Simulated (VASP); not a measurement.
# HC4 in VASP: single point with PBEsol

Aim: the single point of HC4 with PBEsol.

Everything below comes from runs of VASP 6.6.1. Logs are shortened: lines on timing, memory, paths and dates and some standing lists are left out, and cuts for length are marked.

### 1 The cell of the first run

The cell holds a slab with vacuum, 40 atoms: a = 5.026 Å, b = 5.026 Å, c = 21.719 Å, α = 90.00°, β = 90.00°, γ = 90.00°.

### 2 Single point, PBEsol

The input, INCAR:

```
SYSTEM = HC4
ALGO = Normal ; EDIFF = 1E-6
ENCUT = 520 ; GGA = PS
ISIF = 2 ; ISMEAR = -1
LASPH = .TRUE. ; LCHARG = .TRUE.
LELF = .TRUE. ; LREAL = Auto
LVHAR = .TRUE. ; LWAVE = .FALSE.
NBANDS = 94 ; NELM = 100
PREC = Accurate ; SIGMA = 0.05
```

The input, KPOINTS:

```
k-points
0
G
  3 3 1
  0 0 0
```

The input, POSCAR:

```
HC4
1.0
    3.5538030000      3.5538030000      0.0000000000
   -3.5538030000      3.5538030000      0.0000000000
    0.0000000000      0.0000000000     21.7191550000
C H
32 8
Direct
    0.0004210000      0.0901500000      0.3595760000
    0.0003810000      0.9967340000      0.5229970000
    0.5004200000      0.4111290000      0.3604090000
    0.5004250000      0.5035610000      0.5177670000
    0.2504200000      0.0171490000      0.3965530000
    0.2503940000      0.9970240000      0.5655560000
    0.7504310000      0.4815620000      0.3977310000
    0.7504060000      0.5039360000      0.5568850000
    0.0004230000      0.4111100000      0.3604090000
    0.0003960000      0.5035600000      0.5177590000
    0.5004230000      0.0901810000      0.3595800000
    0.5004140000      0.9967390000      0.5230010000
    0.2504220000      0.4815690000      0.3977350000
    0.2503900000      0.5039210000      0.5568780000
    0.7504230000      0.0171330000      0.3965500000
    0.7504130000      0.9970150000      0.5655600000
    0.2504260000      0.7523170000      0.4341400000
    0.2503960000      0.7321780000      0.6031370000
    0.7504020000      0.2454210000      0.4428100000
    0.7504070000      0.2678030000      0.6019670000
    0.0004020000      0.2457720000      0.4819300000
    0.0003970000      0.3382140000      0.6392920000
    0.5004320000      0.7526060000      0.4766940000
    0.5003860000      0.6591230000      0.6401160000
    0.2504230000      0.2454180000      0.4428120000
    0.2504060000      0.2677800000      0.6019640000
    0.7504140000      0.7523170000      0.4341400000
    0.7503960000      0.7321880000      0.6031460000
    0.0004100000      0.7526160000      0.4766960000
    0.0003940000      0.6591450000      0.6401170000
    0.5004140000      0.2458060000      0.4819360000
    0.5003990000      0.3382010000      0.6392920000
    0.0004830000      0.0060910000      0.3126000000
    0.5003540000      0.4999130000      0.3138880000
    0.0004660000      0.4996940000      0.3138730000
    0.5003970000      0.0060560000      0.3126060000
    0.0003980000      0.2493710000      0.6858100000
    0.5002910000      0.7432030000      0.6870940000
    0.0005270000      0.7433170000      0.6870840000
    0.5003030000      0.2494790000      0.6858180000
```

Potentials or basis: VASP PAW PBE potentials, release 64 (C, H).

The run is started by

```console
cat potpaw_PBE.64/C/POTCAR potpaw_PBE.64/H/POTCAR > POTCAR
mpirun -np 1 vasp_std > vasp.out
```

OUTCAR:

```text
SYSTEM = HC4
   EDIFF = 1E-6
   ENCUT = 520
   GGA = PS
   ISIF = 2
   ISMEAR = -1
   LASPH = .TRUE.
   LREAL = Auto
   NELM = 100
   PREC = Accurate

 ion  position               nearest neighbor table
   1  0.000  0.090  0.360-  33 1.10  15 1.54   5 1.54   9 1.61
   2  0.000  0.997  0.523-  21 1.54  16 1.56   6 1.56  29 1.59
   3  0.500  0.411  0.360-  34 1.10   7 1.54  13 1.54  11 1.61
   4  0.500  0.504  0.518-  31 1.51   8 1.52  14 1.52  23 1.54
   5  0.250  0.017  0.397-  25 1.52   1 1.54  11 1.54  17 1.56
   6  0.250  0.997  0.566-  12 1.56   2 1.56  18 1.56  26 1.57
[... 24 lines left out ...]
  31  0.500  0.246  0.482-   4 1.51  25 1.52  19 1.52  12 1.54
  32  0.500  0.338  0.639-  40 1.10  26 1.54  20 1.54  24 1.61
  33  0.000  0.006  0.313-   1 1.10
  34  0.500  0.500  0.314-   3 1.10
  35  0.000  0.500  0.314-   9 1.10
  36  0.500  0.006  0.313-  11 1.10
  37  0.000  0.249  0.686-  22 1.10
  38  0.500  0.743  0.687-  24 1.10
  39  0.001  0.743  0.687-  30 1.10
  40  0.500  0.249  0.686-  32 1.10

  LATTYP: Found a simple tetragonal cell.
 ALAT       =     5.0258364006
 C/A-ratio  =     4.3215005959

  Lattice vectors:

 A1 = (   3.5538030000,   3.5538030000,   0.0000000000)
 A2 = (  -3.5538030000,   3.5538030000,   0.0000000000)
 A3 = (   0.0000000000,   0.0000000000,  21.7191550000)

Analysis of symmetry for initial positions (statically):
=====================================================================
 Subroutine PRICEL returns:
 Original cell was already a primitive cell.

 Routine SETGRP: Setting up the symmetry group for a
 simple tetragonal supercell.

 Subroutine GETGRP returns: Found  1 space group operations
 (whereof  1 operations were pure point group operations)
 out of a pool of 16 trial point group operations.

The static configuration has the point symmetry C_1 .

Analysis of symmetry for dynamics (positions and initial velocities):
=====================================================================
 Subroutine PRICEL returns:
 Original cell was already a primitive cell.

 Routine SETGRP: Setting up the symmetry group for a
 simple tetragonal supercell.

 Subroutine GETGRP returns: Found  1 space group operations
 (whereof  1 operations were pure point group operations)
 out of a pool of 16 trial point group operations.

The dynamic configuration has the point symmetry C_1 .

 Subroutine INISYM returns: Found  1 space group operations
 (whereof  1 operations are pure point group operations),
 and found     1 'primitive' translations

----------------------------------------------------------------------------------------

                                     Primitive cell

  volume of cell :     548.6048

  direct lattice vectors                    reciprocal lattice vectors
     3.553803000  3.553803000  0.000000000     0.140694349  0.140694349  0.000000000
    -3.553803000  3.553803000  0.000000000    -0.140694349  0.140694349  0.000000000
     0.000000000  0.000000000 21.719155000     0.000000000  0.000000000  0.046042307

  length of vectors
     5.025836401  5.025836401 21.719155000     0.198971857  0.198971857  0.046042307

  position of ions in fractional coordinates (direct lattice)
     0.000421000  0.090150000  0.359576000
     0.000381000  0.996734000  0.522997000
     0.500420000  0.411129000  0.360409000
     0.500425000  0.503561000  0.517767000
     0.250420000  0.017149000  0.396553000
     0.250394000  0.997024000  0.565556000
[... 32 lines left out ...]
     0.000527000  0.743317000  0.687084000
     0.500303000  0.249479000  0.685818000

  ion indices of the primitive-cell ions
   primitive index   ion index
                 1           1
                 2           2
                 3           3
                 4           4
                 5           5
                 6           6
[... 32 lines left out ...]
                39          39
                40          40

----------------------------------------------------------------------------------------

 KPOINTS: k-points

Automatic generation of k-mesh.
 Grid dimensions read from file:
 generate k-points for:    3    3    1

 Generating k-lattice:

  Cartesian coordinates                     Fractional coordinates (reciprocal lattice)
     0.046898116  0.046898116  0.000000000     0.333333333  0.000000000  0.000000000
    -0.046898116  0.046898116  0.000000000     0.000000000  0.333333333  0.000000000
     0.000000000  0.000000000  0.046042307     0.000000000  0.000000000  1.000000000

  Length of vectors
     0.066323952  0.066323952  0.046042307

  Shift w.r.t. Gamma in fractional coordinates (k-lattice)
     0.000000000  0.000000000  0.000000000

 Subroutine IBZKPT returns following result:
 ===========================================

 Found      5 irreducible k-points:

 Following reciprocal coordinates:
            Coordinates               Weight
  0.000000  0.000000  0.000000      1.000000
  0.333333  0.000000  0.000000      2.000000
  0.000000  0.333333  0.000000      2.000000
  0.333333  0.333333  0.000000      2.000000
 -0.333333  0.333333  0.000000      2.000000
   k-points           NKPTS =      5   k-points in BZ     NKDIM =      5   number of bands    NBANDS=     94
   number of dos      NEDOS =    301   number of ions     NIONS =     40
   total plane-waves  NPLWV = 259200
   dimension x,y,z NGX =    40 NGY =   40 NGZ =  162
   dimension x,y,z NGXF=    80 NGYF=   80 NGZF=  324
   ions per type =              32   8
   NGX,Y,Z   is equivalent  to a cutoff of  13.23, 13.23, 12.40 a.u.
   NGXF,Y,Z  is equivalent  to a cutoff of  26.46, 26.46, 24.80 a.u.
 SYSTEM =  HC4
   PREC   = accura    normal or accurate (medium, high low for compatibility)
   ISTART =      0    job   : 0-new  1-cont  2-samecut
   ICHARG =      2    charge: 1-file 2-atom 10-const
   ISPIN  =      1    spin polarized calculation?
   LNONCOLLINEAR =      F non collinear calculations
   LSORBIT =      F    spin-orbit coupling
   LASPH  =      T    aspherical Exc in radial PAW
   ENCUT  =  520.0 eV  38.22 Ry    6.18 a.u.   9.34  9.34 40.38*2*pi/ulx,y,z
   NELM   =    100;   NELMIN=  2; NELMDL= -5     # of ELM steps
   EDIFF  = 0.1E-05   stopping-criterion for ELM
   LREAL  =      T    real-space projection
   EDIFFG = 0.1E-04   stopping-criterion for IOM
   NSW    =      0    number of steps for IOM
   IBRION =     -1    ionic relax: 0-MD 1-quasi-New 2-CG
   NFREE  =      0    steps in history (QN), initial steepest desc. (CG)
   ISIF   =      2    stress and relaxation
   ISYM   =      2    0-nonsym 1-usesym 2-fastsym
   POTIM  = 0.5000    time-step for ionic-motion
   TEBEG  =    0.0;   TEEND  =   0.0 temperature during run
   PSTRESS=    0.0 pullay stress
   NELECT =     136.0000    total number of electrons
   NUPDOWN=      -1.0000    fix difference up-down
   EMIN   =  10.00;   EMAX   =-10.00  energy-range for DOS
   EFERMI =   0.00;   METHOD = LEGACY
   ISMEAR =    -1;   SIGMA  =   0.05  broadening in eV -4-tet -1-fermi 0-gaus
   EFERMI_NEDOS =   21; number of points for ismear=-14 and -15
   IALGO  =     38    algorithm
   IMIX   =      4    mixing-type and parameters
     AMIX     =   0.40;   BMIX     =  1.00
     AMIX_MAG =   1.60;   BMIX_MAG =  1.00
  volume/ion in A,a.u.               =      13.72        92.55
  Fermi-wavevector in a.u.,A,eV,Ry     =   1.028414  1.943420 14.389999  1.057635
  Thomas-Fermi vector in A             =   2.162409
   LORBIT       =      0    0 simple, 1 ext, 2 COOP (PROOUT), +10 PAW based schemes
   GGA     = PS    functional components
   LHFCALC =     F    Hartree Fock is set to
   AEXX    =    0.0000 exact exchange contribution
   IVDW    =     0    specifies the selected vdW correction
   LEPSILON=     F    determine dielectric tensor
   LRPA    =     F    only Hartree local field effects (RPA)
 non-spin polarized calculation
  energy-cutoff  :      520.00
  volume of cell :      548.60
 maximum number of plane-waves:     14813
 NGX is ok and might be reduce to    40
   NGX = 19   NGY = 19   NGZ = 81

 number of electron     136.0000010 magnetization

 Free energy of the ion-electron system (eV)
  ---------------------------------------------------
  ext. energy  EPLUGINS =         0.00000000
  ---------------------------------------------------
  free energy    TOTEN  =      -333.55388223 eV

  energy without entropy =     -333.55388223  energy(sigma->0) =     -333.55388223

 E-fermi :   1.3799     XC(G=0):  -5.6681

 val. band max:        0.1651180827   @ k =   0.0000   0.0000   0.0000
 cond. band min:       3.7302124374   @ k =   0.0000   0.0000   0.0000
 fundamental gap:      3.5650943547
 Fermi energy:         1.3798559939

 k-point     1 :       0.0000    0.0000    0.0000
  band No.  band energies     occupation
      1     -20.1482      2.00000
      2     -19.0356      2.00000
      3     -17.0503      2.00000
      4     -15.7326      2.00000
      5     -15.6108      2.00000
      6     -15.5114      2.00000
[... 72 lines left out ...]
     79       6.7512      0.00000
     80       6.9787      0.00000

 k-point     2 :       0.3333    0.0000    0.0000
  band No.  band energies     occupation
      1     -19.6326      2.00000
      2     -18.5259      2.00000
      3     -18.1046      2.00000
      4     -17.0235      2.00000
      5     -16.5555      2.00000
      6     -15.1368      2.00000
[... 72 lines left out ...]
     79       7.2030      0.00000
     80       7.2707      0.00000

 k-point     3 :       0.0000    0.3333    0.0000
  band No.  band energies     occupation
      1     -19.7101      2.00000
      2     -18.8064      2.00000
      3     -17.7554      2.00000
      4     -16.9831      2.00000
      5     -15.9121      2.00000
      6     -15.3307      2.00000
[... 72 lines left out ...]
     79       6.8014      0.00000
     80       6.8467      0.00000

 k-point     4 :       0.3333    0.3333    0.0000
  band No.  band energies     occupation
      1     -19.1966      2.00000
      2     -18.2976      2.00000
      3     -17.6748      2.00000
      4     -17.2508      2.00000
      5     -16.7956      2.00000
      6     -16.4885      2.00000
[... 72 lines left out ...]
     79       6.8964      0.00000
     80       6.9484      0.00000

 k-point     5 :      -0.3333    0.3333    0.0000
  band No.  band energies     occupation
      1     -19.1966      2.00000
      2     -18.2976      2.00000
      3     -17.6748      2.00000
      4     -17.2508      2.00000
      5     -16.7956      2.00000
      6     -16.4885      2.00000
[... 72 lines left out ...]
     79       6.8965      0.00000
     80       6.9484      0.00000
 [bands above 80 left out]

------------------------ aborting loop because EDIFF is reached ----------------------------------------

  FORCE on cell =-STRESS in cart. coord.  units (eV):
  Direction    XX          YY          ZZ          XY          YZ          ZX
  --------------------------------------------------------------------------------------
  -------------------------------------------------------------------------------------
  Total       -5.6720612     -5.6745334      1.1795187      9.8088828      0.0187893     -0.0047533
  in kB      -16.5650165    -16.5722363      3.4447348     28.6464302      0.0548733     -0.0138818
  external PRESSURE =      -9.8975060 kB  Pullay stress =       0.0000000 kB

 VOLUME and BASIS-vectors are now :
 -----------------------------------------------------------------------------
  energy-cutoff  :      520.00
  volume of cell :      548.60
      direct lattice vectors                 reciprocal lattice vectors
     3.553803000  3.553803000  0.000000000     0.140694349  0.140694349  0.000000000
    -3.553803000  3.553803000  0.000000000    -0.140694349  0.140694349  0.000000000
     0.000000000  0.000000000 21.719155000     0.000000000  0.000000000  0.046042307

 POSITION                                       TOTAL-FORCE (eV/Angst)
 -----------------------------------------------------------------------------------
     -0.31888      0.32187      7.80969         0.009203     -0.011638     -0.016539
     -3.54084      3.54355     11.35905         0.019061     -0.011733     -0.003527
      0.31732      3.23947      7.82778        -0.016616      0.019911     -0.032504
     -0.01114      3.56797     11.24546        -0.007111      0.000463     -0.001014
      0.82900      0.95089      8.61280         0.029334     -0.031080     -0.005795
     -2.65338      4.43308     12.28340        -0.000039     -0.000265      0.010210
[... 32 lines left out ...]
     -2.63973      2.64348     14.92288        -0.007546      0.004363      0.025239
      0.89138      2.66458     14.89539         0.007461     -0.003987      0.024211
 -----------------------------------------------------------------------------------
    total drift:                               -0.003828     -0.013993      0.003414

  FREE ENERGIE OF THE ION-ELECTRON SYSTEM (eV)
  ---------------------------------------------------
  free  energy   TOTEN  =      -333.5538822314 eV

  energy  without entropy=     -333.5538822314  energy(sigma->0) =     -333.55388223
```

Wall time 9.9 min (1 thread of AMD EPYC 7R43 (Zen 3), shared host); peak memory 0.6 GiB.

What came out:

```yaml
Free_energy: -333.5539 eV
Largest_force: 0.047 eV/Å
Band_gap_on_the_k_mesh: 3.57 eV
```

Forces on the atoms (eV/Å):
```
C    0.009 -0.012 -0.017
C    0.019 -0.012 -0.004
C   -0.017  0.020 -0.033
C   -0.007  0.000 -0.001
C    0.029 -0.031 -0.006
C    0.000  0.000  0.010
C   -0.030  0.025 -0.007
C    0.007 -0.004 -0.012
C   -0.012  0.019 -0.032
C   -0.001  0.003  0.004
C    0.010 -0.017 -0.024
C    0.015 -0.015 -0.006
C   -0.027  0.025 -0.008
C    0.008 -0.002 -0.009
C    0.026 -0.032 -0.006
C   -0.006  0.000  0.011
C   -0.003  0.003 -0.009
C   -0.030  0.025  0.010
C    0.000  0.003  0.010
C    0.034 -0.032  0.006
C   -0.002 -0.001 -0.003
C    0.021 -0.014  0.031
C   -0.016  0.010  0.007
C   -0.016  0.016  0.026
C   -0.006  0.000  0.012
C    0.028 -0.028  0.005
C    0.001  0.005 -0.012
C   -0.030  0.028  0.012
C   -0.012  0.010  0.002
C   -0.012  0.019  0.024
C    0.004 -0.005 -0.005
C    0.016 -0.014  0.027
H    0.006 -0.008 -0.025
H   -0.004  0.006 -0.025
H   -0.009  0.008 -0.026
H    0.006 -0.005 -0.024
H    0.004 -0.003  0.023
H   -0.006  0.008  0.023
H   -0.008  0.004  0.025
H    0.007 -0.004  0.024
```

Caveat: the PAW data sets were made with another functional, which shifts forces and pressure a little.
